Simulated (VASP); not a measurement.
Input of a VASP 6.6.1 run:

INCAR

```
PREC = Accurate
ENCUT = 520
EDIFF = 1E-6
ISMEAR = -1
SIGMA = 0.05
LREAL = False
LASPH = True
NELM = 150
ALGO = Normal
ISIF = 2
LWAVE = False
LCHARG = False
ISPIN = 2
MAGMOM = 1 1 0 0
LORBIT = 11
LMAXMIX = 4
LDAU = True
LDAUTYPE = 2
LDAUL = 2 -1
LDAUU = 4.8 0
LDAUJ = 0 0
LDAUPRINT = 1
GGA = CA
NBANDS = 29
```

Contents of KPOINTS:

```
regular mesh
0
Gamma
  7 7 4
```

The input POSCAR:

```
CuO
1.0
    2.3418500000     -1.7113000000      0.0000000000
    2.3418500000      1.7113000000      0.0000000000
   -0.8500300000      0.0000000000      5.0578700000
Cu O
2 2
Direct
    0.0000000000      0.5000000000      0.0000000000
    0.5000000000      0.0000000000      0.5000000000
    0.5816000000      0.4184000000      0.2500000000
    0.4184000000      0.5816000000      0.7500000000
```

Potentials or basis: VASP PAW LDA potentials, release 64 (Cu, O).

Launch:

```sh
$ cat potpaw_LDA.64/Cu/POTCAR potpaw_LDA.64/O/POTCAR > POTCAR
$ mpirun -np 1 vasp_std > vasp.out
```

Problem. Estimate the largest force.

Solution. 0.274 eV/Å.

Problem. Predict the pressure.

Solution. -11.2 GPa.

Problem. Predict the net moment.

Solution. 1.95 μB per cell.

Problem. What does it give for the site moments?

Solution. Cu +0.63; O +0.30 μB.

Forces in eV/Å, atoms in the order of the input:
```
Cu   0.000  0.000  0.000
Cu   0.000  0.000  0.000
O    0.000  0.274  0.000
O    0.000 -0.274  0.000
```

The state reached can hang on the start; a lower one may exist.
